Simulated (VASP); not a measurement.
# ZnS (I-4m2) in VASP: a series of runs

The runs below take ZnS through single point, with r2SCAN.

Everything below comes from runs of VASP 6.6.1. Logs are shortened: lines on timing, memory, paths and dates and some standing lists are left out, and cuts for length are marked.

### Step 1. The cell of the first run

Symmetry: I-4m2, No. 119, tetragonal system. The conventional cell has a = 3.768 Å, b = 3.768 Å, c = 5.490 Å, α = 90.00°, β = 90.00°, γ = 90.00°. Within 3.1 Å of Zn (site symmetry -4m2) lie 4 S at 2.33 Å. Within 3.1 Å of S (site symmetry -4m2) lie 4 Zn at 2.33 Å.

### Step 2. Single point, r2SCAN (strain -0.015 along x and y, +0.015 along z)

POSCAR

```
ZnS
1.0
    0.0000000000      2.6640802500      2.7452197500
    2.6640802500      0.0000000000      2.7452197500
    2.6640802500      2.6640802500      0.0000000000
Zn S
1 1
Direct
    0.0000000000      0.0000000000      0.0000000000
    0.7500000000      0.7500000000      0.7500000000
```

INCAR.step1

```
SYSTEM = ZnS
PREC = Accurate
ENCUT = 520
ISMEAR = 0
SIGMA = 0.05
LREAL = .False.
LASPH = .True.
NELM = 80
NBANDS = 16
GGA = PE
ALGO = Normal
EDIFF = 1E-4
LWAVE = .True.
LCHARG = .False.
```

INCAR.step2

```
SYSTEM = ZnS
PREC = Accurate
ENCUT = 520
EDIFF = 1E-6
ISMEAR = 0
SIGMA = 0.05
LREAL = .False.
LASPH = .True.
NELM = 80
ALGO = Normal
ISIF = 2
LWAVE = .False.
LCHARG = .False.
METAGGA = R2SCAN
LMIXTAU = .True.
NBANDS = 16
ISTART = 1
```

KPOINTS

```
Automatic mesh
0
Gamma
  8 8 8
  0 0 0
```

Potentials or basis: VASP PAW PBE potentials, release 64 (Zn, S).

Launch:

```sh
> cat potpaw_PBE.64/Zn/POTCAR potpaw_PBE.64/S/POTCAR > POTCAR
> cp INCAR.step1 INCAR
> mpirun -np 1 vasp_std > vasp.out
> cp INCAR.step2 INCAR
> mpirun -np 1 vasp_std > vasp.out
```

OUTCAR:

```text
SYSTEM = ZnS
   PREC = Accurate
   ENCUT = 520
   EDIFF = 1E-6
   ISMEAR = 0
   LREAL = .False.
   LASPH = .True.
   NELM = 80
   ISIF = 2
   METAGGA = R2SCAN
   ISTART = 1

 ion  position               nearest neighbor table
   1  0.000  0.000  0.000-   2 2.33   2 2.33   2 2.33   2 2.33
   2  0.750  0.750  0.750-   1 2.33   1 2.33   1 2.33   1 2.33

  LATTYP: Found a body centered tetragonal cell.
 ALAT       =     3.7675784208
 C/A-ratio  =     1.4572860567

  Lattice vectors:

 A1 = (  -2.6640802500,   0.0000000000,   2.7452197500)
 A2 = (   2.6640802500,   0.0000000000,   2.7452197500)
 A3 = (   0.0000000000,   2.6640802500,  -2.7452197500)

Analysis of symmetry for initial positions (statically):
=====================================================================
 Subroutine PRICEL returns:
 Original cell was already a primitive cell.

 Routine SETGRP: Setting up the symmetry group for a
 body centered tetragonal supercell.

 Subroutine GETGRP returns: Found  8 space group operations
 (whereof  8 operations were pure point group operations)
 out of a pool of 16 trial point group operations.

The static configuration has the point symmetry D_2d.

Analysis of symmetry for dynamics (positions and initial velocities):
=====================================================================
 Subroutine PRICEL returns:
 Original cell was already a primitive cell.

 Routine SETGRP: Setting up the symmetry group for a
 body centered tetragonal supercell.

 Subroutine GETGRP returns: Found  8 space group operations
 (whereof  8 operations were pure point group operations)
 out of a pool of 16 trial point group operations.

The dynamic configuration has the point symmetry D_2d.

 Subroutine INISYM returns: Found  8 space group operations
 (whereof  8 operations are pure point group operations),
 and found     1 'primitive' translations

----------------------------------------------------------------------------------------

                                     Primitive cell

  volume of cell :      38.9674

  direct lattice vectors                    reciprocal lattice vectors
     0.000000000  2.664080250  2.745219750    -0.187682034  0.187682034  0.182134782
     2.664080250  0.000000000  2.745219750     0.187682034 -0.187682034  0.182134782
     2.664080250  2.664080250  0.000000000     0.187682034  0.187682034 -0.182134782

  length of vectors
     3.825382994  3.825382994  3.767578421     0.321903977  0.321903977  0.321903977

  position of ions in fractional coordinates (direct lattice)
     0.000000000  0.000000000  0.000000000
     0.750000000  0.750000000  0.750000000

  ion indices of the primitive-cell ions
   primitive index   ion index
                 1           1
                 2           2

----------------------------------------------------------------------------------------

 KPOINTS: Automatic mesh

Automatic generation of k-mesh.
 Grid dimensions read from file:
 generate k-points for:    8    8    8

 Generating k-lattice:

  Cartesian coordinates                     Fractional coordinates (reciprocal lattice)
    -0.023460254  0.023460254  0.022766848     0.125000000  0.000000000  0.000000000
     0.023460254 -0.023460254  0.022766848     0.000000000  0.125000000  0.000000000
     0.023460254  0.023460254 -0.022766848     0.000000000  0.000000000  0.125000000

  Length of vectors
     0.040237997  0.040237997  0.040237997

  Shift w.r.t. Gamma in fractional coordinates (k-lattice)
     0.000000000  0.000000000  0.000000000

 Subroutine IBZKPT returns following result:
 ===========================================

 Found     59 irreducible k-points:

 Following reciprocal coordinates:
            Coordinates               Weight
  0.000000  0.000000  0.000000      1.000000
  0.125000  0.000000  0.000000      8.000000
  0.250000  0.000000  0.000000      8.000000
  0.375000  0.000000  0.000000      8.000000
  0.500000  0.000000  0.000000      4.000000
  0.125000  0.125000  0.000000      2.000000
[... 16 lines left out ...]
  0.250000  0.000000  0.125000     16.000000
  0.375000  0.000000  0.125000     16.000000
 [... further k-points ...]
   k-points           NKPTS =     59   k-points in BZ     NKDIM =     59   number of bands    NBANDS=     16
   number of dos      NEDOS =    301   number of ions     NIONS =      2
   total plane-waves  NPLWV =  21952
   dimension x,y,z NGX =    28 NGY =   28 NGZ =   28
   dimension x,y,z NGXF=    56 NGYF=   56 NGZF=   56
   ions per type =               1   1
   NGX,Y,Z   is equivalent  to a cutoff of  12.17, 12.17, 12.36 a.u.
   NGXF,Y,Z  is equivalent  to a cutoff of  24.34, 24.34, 24.71 a.u.
 SYSTEM =  ZnS
   PREC   = accura    normal or accurate (medium, high low for compatibility)
   ISTART =      1    job   : 0-new  1-cont  2-samecut
   ICHARG =      0    charge: 1-file 2-atom 10-const
   ISPIN  =      1    spin polarized calculation?
   LNONCOLLINEAR =      F non collinear calculations
   LSORBIT =      F    spin-orbit coupling
   LASPH  =      T    aspherical Exc in radial PAW
   ENCUT  =  520.0 eV  38.22 Ry    6.18 a.u.   7.11  7.11  7.01*2*pi/ulx,y,z
   NELM   =     80;   NELMIN=  2; NELMDL=  0     # of ELM steps
   EDIFF  = 0.1E-05   stopping-criterion for ELM
   LREAL  =      F    real-space projection
   EDIFFG = 0.1E-04   stopping-criterion for IOM
   NSW    =      0    number of steps for IOM
   IBRION =     -1    ionic relax: 0-MD 1-quasi-New 2-CG
   NFREE  =      0    steps in history (QN), initial steepest desc. (CG)
   ISIF   =      2    stress and relaxation
   ISYM   =      2    0-nonsym 1-usesym 2-fastsym
   POTIM  = 0.5000    time-step for ionic-motion
   TEBEG  =    0.0;   TEEND  =   0.0 temperature during run
   PSTRESS=    0.0 pullay stress
   NELECT =      18.0000    total number of electrons
   NUPDOWN=      -1.0000    fix difference up-down
   EMIN   =  10.00;   EMAX   =-10.00  energy-range for DOS
   EFERMI =   0.00;   METHOD = LEGACY
   ISMEAR =     0;   SIGMA  =   0.05  broadening in eV -4-tet -1-fermi 0-gaus
   EFERMI_NEDOS =   21; number of points for ismear=-14 and -15
   IALGO  =     38    algorithm
   IMIX   =      4    mixing-type and parameters
     AMIX     =   0.40;   BMIX     =  1.00
     AMIX_MAG =   1.60;   BMIX_MAG =  1.00
  volume/ion in A,a.u.               =      19.48       131.48
  Fermi-wavevector in a.u.,A,eV,Ry     =   1.265509  2.391464 21.789893  1.601512
  Thomas-Fermi vector in A             =   2.398758
   LORBIT       =      0    0 simple, 1 ext, 2 COOP (PROOUT), +10 PAW based schemes
   METAGGA = R2SCAN    functional components
   LHFCALC =     F    Hartree Fock is set to
   AEXX    =    0.0000 exact exchange contribution
   IVDW    =     0    specifies the selected vdW correction
   LEPSILON=     F    determine dielectric tensor
   LRPA    =     F    only Hartree local field effects (RPA)
 non-spin polarized calculation
 Gauss-broadening in eV      SIGMA  =   0.05
  energy-cutoff  :      520.00
  volume of cell :       38.97
 maximum number of plane-waves:      1064
   NGX = 15   NGY = 15   NGZ = 13

 number of electron      18.0000017 magnetization

 Free energy of the ion-electron system (eV)
  ---------------------------------------------------
  ext. energy  EPLUGINS =         0.00000000
  ---------------------------------------------------
  free energy    TOTEN  =       -18.86300866 eV

  energy without entropy =      -18.86300866  energy(sigma->0) =      -18.86300866

 E-fermi :   2.2449     XC(G=0): -10.3475

 val. band max:        1.9855846656   @ k =   0.0000   0.0000   0.0000
 cond. band min:       4.6771178778   @ k =   0.0000   0.0000   0.0000
 fundamental gap:      2.6915332122
 Fermi energy:         2.2448537073

 k-point     1 :       0.0000    0.0000    0.0000
  band No.  band energies     occupation
      1     -11.8152      2.00000
      2      -4.6126      2.00000
      3      -4.5941      2.00000
      4      -4.5941      2.00000
      5      -4.0438      2.00000
      6      -4.0364      2.00000
[... 8 lines left out ...]
     15      14.5286      0.00000
     16      14.5846      0.00000

 k-point     2 :       0.1250    0.0000    0.0000
  band No.  band energies     occupation
      1     -11.6931      2.00000
      2      -4.6023      2.00000
      3      -4.5800      2.00000
      4      -4.5707      2.00000
      5      -4.0444      2.00000
      6      -4.0391      2.00000
[... 8 lines left out ...]
     15      13.8544      0.00000
     16      15.3730      0.00000

 k-point     3 :       0.2500    0.0000    0.0000
  band No.  band energies     occupation
      1     -11.3742      2.00000
      2      -4.5526      2.00000
      3      -4.5294      2.00000
      4      -4.5183      2.00000
      5      -4.0390      2.00000
      6      -4.0377      2.00000
[... 8 lines left out ...]
     15      13.5376      0.00000
     16      14.8203      0.00000

 k-point     4 :       0.3750    0.0000    0.0000
  band No.  band energies     occupation
      1     -11.0122      2.00000
      2      -4.4989      2.00000
      3      -4.4744      2.00000
      4      -4.3147      2.00000
      5      -4.0262      2.00000
      6      -4.0161      2.00000
[... 8 lines left out ...]
     15      14.6093      0.00000
     16      14.8055      0.00000
[... 324 lines left out ...]
 k-point    22 :       0.1250    0.0000    0.1250
  band No.  band energies     occupation
      1     -11.6494      2.00000
      2      -4.6141      2.00000
      3      -4.5728      2.00000
      4      -4.5511      2.00000
      5      -4.0550      2.00000
      6      -4.0295      2.00000
[... 8 lines left out ...]
     15      14.3143      0.00000
     16      15.9742      0.00000

 k-point    23 :       0.2500    0.0000    0.1250
  band No.  band energies     occupation
      1     -11.3930      2.00000
      2      -4.6041      2.00000
      3      -4.5207      2.00000
      4      -4.4960      2.00000
      5      -4.0632      2.00000
      6      -4.0175      2.00000
[... 8 lines left out ...]
     15      14.3662      0.00000
     16      16.3409      0.00000

 k-point    24 :       0.3750    0.0000    0.1250
  band No.  band energies     occupation
      1     -11.0397      2.00000
      2      -4.5170      2.00000
      3      -4.4638      2.00000
      4      -4.3949      2.00000
      5      -4.0389      2.00000
      6      -4.0021      2.00000
[... 8 lines left out ...]
     15      15.2541      0.00000
     16      15.7900      0.00000

 [... further k-points ...]
[... 5 lines left out ...]
  --------------------------------------------------------------------------------------
  -------------------------------------------------------------------------------------
  Total        0.1875249      0.1875249     -0.1326482      0.0000000      0.0000000      0.0000000
  in kB        7.7102371      7.7102371     -5.4539393      0.0000000      0.0000000      0.0000000
  external PRESSURE =       3.3221783 kB  Pullay stress =       0.0000000 kB

 VOLUME and BASIS-vectors are now :
 -----------------------------------------------------------------------------
  energy-cutoff  :      520.00
  volume of cell :       38.97
      direct lattice vectors                 reciprocal lattice vectors
     0.000000000  2.664080250  2.745219750    -0.187682034  0.187682034  0.182134782
     2.664080250  0.000000000  2.745219750     0.187682034 -0.187682034  0.182134782
     2.664080250  2.664080250  0.000000000     0.187682034  0.187682034 -0.182134782

 POSITION                                       TOTAL-FORCE (eV/Angst)
 -----------------------------------------------------------------------------------
      0.00000      0.00000      0.00000        -0.000000     -0.000000      0.000000
      3.99612      3.99612      4.11783         0.000000      0.000000     -0.000000
 -----------------------------------------------------------------------------------
    total drift:                               -0.000018     -0.000018      0.000005

  FREE ENERGIE OF THE ION-ELECTRON SYSTEM (eV)
  ---------------------------------------------------
  free  energy   TOTEN  =       -18.8630086628 eV

  energy  without entropy=      -18.8630086628  energy(sigma->0) =      -18.86300866
```

Wall time 3.5 min (1 thread of AMD EPYC 7R43 (Zen 3), shared host); peak memory 0.14 GiB.

Results:

```
Free energy            : -18.8630 eV
Pressure               : 0.3 GPa
Band gap on the k mesh : 2.69 eV, direct
```

Caveat: the cell differs from its parent crystal (strain -0.015 along x and y, +0.015 along z); the PAW data sets were made with another functional, which shifts forces and pressure a little.

### Step 3. Single point, r2SCAN (strain -0.015 along x and y, +0.030 along z)

POSCAR

```
ZnS
1.0
    0.0000000000      2.6640802500      2.7857895000
    2.6640802500      0.0000000000      2.7857895000
    2.6640802500      2.6640802500      0.0000000000
Zn S
1 1
Direct
    0.0000000000      0.0000000000      0.0000000000
    0.7500000000      0.7500000000      0.7500000000
```

INCAR.step1

```
PREC = Accurate
ENCUT = 520
ISMEAR = 0
SIGMA = 0.05
LREAL = F
LASPH = T
NELM = 60
NBANDS = 16
GGA = PE
ALGO = Normal
EDIFF = 1E-4
LWAVE = T
LCHARG = F
```

INCAR.step2

```
PREC = Accurate
ENCUT = 520
EDIFF = 1E-7
ISMEAR = 0
SIGMA = 0.05
LREAL = F
LASPH = T
NELM = 60
ALGO = Normal
ISIF = 2
LWAVE = F
LCHARG = F
METAGGA = R2SCAN
LMIXTAU = T
NBANDS = 16
ISTART = 1
```

KPOINTS

```
Automatic mesh
0
Gamma
  8 8 8
```

Potentials or basis: VASP PAW PBE potentials, release 64 (Zn, S).

Launch:

```sh
> cat potpaw_PBE.64/Zn/POTCAR potpaw_PBE.64/S/POTCAR > POTCAR
> cp INCAR.step1 INCAR
> mpirun -np 1 vasp_std > vasp.out
> cp INCAR.step2 INCAR
> mpirun -np 1 vasp_std > vasp.out
```

It took 4.7 min on 1 thread of AMD EPYC 7R43 (Zen 3), shared host; peak memory 0.15 GiB.

It converged, with:

| Quantity | Value |
| --- | --- |
| Free energy | -18.8579 eV |
| Pressure | -0.8 GPa |
| Band gap on the k mesh | 2.60 eV, direct |

Stress tensor (GPa, compression positive):
```
-0.09  0.00  0.00
 0.00 -0.09  0.00
 0.00  0.00 -2.20
```

Levels at points of the mesh, in eV from the valence-band top:
| k point | band 5 | band 6 | band 7 | band 8 | band 9 | band 10 | band 11 | band 12 | band 13 | band 14 |
| --- | --- | --- | --- | --- | --- | --- | --- | --- | --- | --- |
| (0.00, 0.00, 0.00) | -6.01 | -6.00 | -0.18 | 0.00 | 0.00 | 2.60 | 6.86 | 6.86 | 6.87 | 11.78 |
| (0.50, 0.00, 0.00) | -5.97 | -5.81 | -5.42 | -1.07 | -0.81 | 3.72 | 7.19 | 7.55 | 9.36 | 12.76 |
| (0.50, 0.50, 0.00) | -5.93 | -5.84 | -4.83 | -2.16 | -2.16 | 3.85 | 4.73 | 11.33 | 12.81 | 12.81 |
| (0.50, 0.00, 0.50) | -5.93 | -5.77 | -4.56 | -2.45 | -2.35 | 3.60 | 4.28 | 11.84 | 12.44 | 12.78 |

Caveat: the cell differs from its parent crystal (strain -0.015 along x and y, +0.030 along z); the PAW data sets were made with another functional, which shifts forces and pressure a little.

### Step 4. Single point, r2SCAN (strain +0.000 along x and y, +0.015 along z)

POSCAR

```
ZnS
1.0
    0.0000000000      2.7046500000      2.7452197500
    2.7046500000      0.0000000000      2.7452197500
    2.7046500000      2.7046500000      0.0000000000
Zn S
1 1
Direct
    0.0000000000      0.0000000000      0.0000000000
    0.7500000000      0.7500000000      0.7500000000
```

INCAR.step1

```
SYSTEM = ZnS
PREC = Accurate
ENCUT = 520
ISMEAR = 0
SIGMA = 0.05
LREAL = .FALSE.
LASPH = .TRUE.
NELM = 60
NBANDS = 16
GGA = PE
ALGO = Normal
EDIFF = 1E-4
LWAVE = .TRUE.
LCHARG = .FALSE.
```

INCAR.step2

```
SYSTEM = ZnS
PREC = Accurate
ENCUT = 520
EDIFF = 1E-6
ISMEAR = 0
SIGMA = 0.05
LREAL = .FALSE.
LASPH = .TRUE.
NELM = 60
ALGO = Normal
ISIF = 2
LWAVE = .FALSE.
LCHARG = .TRUE.
METAGGA = R2SCAN
LMIXTAU = .TRUE.
LELF = .TRUE.
LVHAR = .TRUE.
NBANDS = 16
ISTART = 1
```

KPOINTS

```
regular mesh
0
G
  8 8 8
  0 0 0
```

Launch:

```sh
> cat potpaw_PBE.64/Zn/POTCAR potpaw_PBE.64/S/POTCAR > POTCAR
> cp INCAR.step1 INCAR
> mpirun -np 1 vasp_std > vasp.out
> cp INCAR.step2 INCAR
> mpirun -np 1 vasp_std > vasp.out
```

It took 3.7 min on 1 thread of AMD EPYC 7R43 (Zen 3), shared host; peak memory 0.15 GiB.

It converged, with:

```
Free energy            : -18.8594 eV
Pressure               : -1.9 GPa
Band gap on the k mesh : 2.57 eV, direct
```

Stress tensor (GPa, compression positive):
```
-1.68  0.00  0.00
 0.00 -1.68  0.00
 0.00  0.00 -2.37
```

Levels at points of the mesh, in eV from the valence-band top:
```
           k point  band 5  band 6  band 7  band 8  band 9  band 10  band 11  band 12  band 13  band 14
(0.00, 0.00, 0.00)   -5.93   -5.92   -0.05    0.00    0.00     2.57     6.90     6.90     6.90    12.12
(0.50, 0.00, 0.00)   -5.89   -5.73   -5.29   -0.92   -0.84     3.76     7.33     7.45     9.33    12.74
(0.50, 0.50, 0.00)   -5.85   -5.73   -4.62   -2.18   -2.18     3.80     4.57    11.49    12.70    12.70
(0.50, 0.00, 0.50)   -5.85   -5.71   -4.53   -2.27   -2.24     3.72     4.42    11.66    12.60    12.72
```

Caveat: the cell differs from its parent crystal (strain +0.000 along x and y, +0.015 along z); the PAW data sets were made with another functional, which shifts forces and pressure a little.

### Step 5. Overview

```tsv
cell	gap on the mesh (eV)	pressure (GPa)
a = 3.825, b = 3.825, c = 3.768 Å, angles 60.5, 60.5, 59.0°, 2 atoms	2.69	0.3
a = 3.855, b = 3.855, c = 3.768 Å, angles 60.7, 60.7, 58.5°, 2 atoms	2.60	-0.8
a = 3.854, b = 3.854, c = 3.825 Å, angles 60.2, 60.2, 59.5°, 2 atoms	2.57	-1.9
```

Alike in all rows: task single point; level r2SCAN; potentials or basis VASP PAW PBE potentials, release 64 (Zn, S); no spin polarisation; k mesh 8 × 8 × 8; cutoff (eV) 520; smearing gaussian 0.05 eV.

Caveats: the PAW data sets were made with another functional, which shifts forces and pressure a little.

Total energies depend on the potentials used, so only differences within one code and one set of settings carry meaning.
